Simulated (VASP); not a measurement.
The system is AlN.

```
Al N
1.0
     3.11300    0.00000    0.00000
    -1.55650    2.69594    0.00000
     0.00000    0.00000    4.98100
Al N
2 2
Direct
  0.33333 0.66667 0.00000
  0.66667 0.33333 0.50000
  0.33333 0.66667 0.38000
  0.66667 0.33333 0.88000
```

```yaml
Program: VASP 6.6.1
Task: relaxation of cell and atoms
Functional: LDA
Potentials_or_basis: VASP PAW LDA potentials, release 64 (Al, N)
Cutoff: 600 eV
k_mesh: 12 × 12 × 6
Occupations: gaussian, width 0.02 eV
Spin: no spin polarisation
```

At the start: pressure -4.2 GPa; volume 10.45 Å³/atom.

Task: How do energy, volume and symmetry change on relaxing?

Result: Over 8 steps the energy falls by 3.2 meV/atom and the volume is 10.24 Å³/atom (-2.1 %); space group P6_3mc (No. 186, to 0.1 Å) before and after.

The path:
```
step  energy change (eV)  largest force (eV/Å)  pressure (GPa)  volume (Å³)
   1              0.0000                0.1194           -4.21        41.80
   2             -0.0009                0.0854            4.30        40.16
   3             -0.0124                0.0200           -0.04        40.96
   4             -0.0124                0.0180            0.06        40.94
   5             -0.0126                0.0112            0.08        40.93
   6             -0.0126                0.0047            0.09        40.93
   7             -0.0126                0.0053           -0.09        40.96
   8             -0.0126                0.0003            0.00        40.95
```

Final structure:
```yaml
crystal:
  lattice:
    - [3.09126, 0.00000, 0.00000]
    - [-1.54563, 2.67711, 0.00000]
    - [0.00000, 0.00000, 4.94767]
  atoms:
    - { symbol: Al, position: [0.33333, 0.66667, 0.99902] }
    - { symbol: Al, position: [0.66667, 0.33333, 0.49902] }
    - { symbol: N, position: [0.33333, 0.66667, 0.38098] }
    - { symbol: N, position: [0.66667, 0.33333, 0.88098] }
```
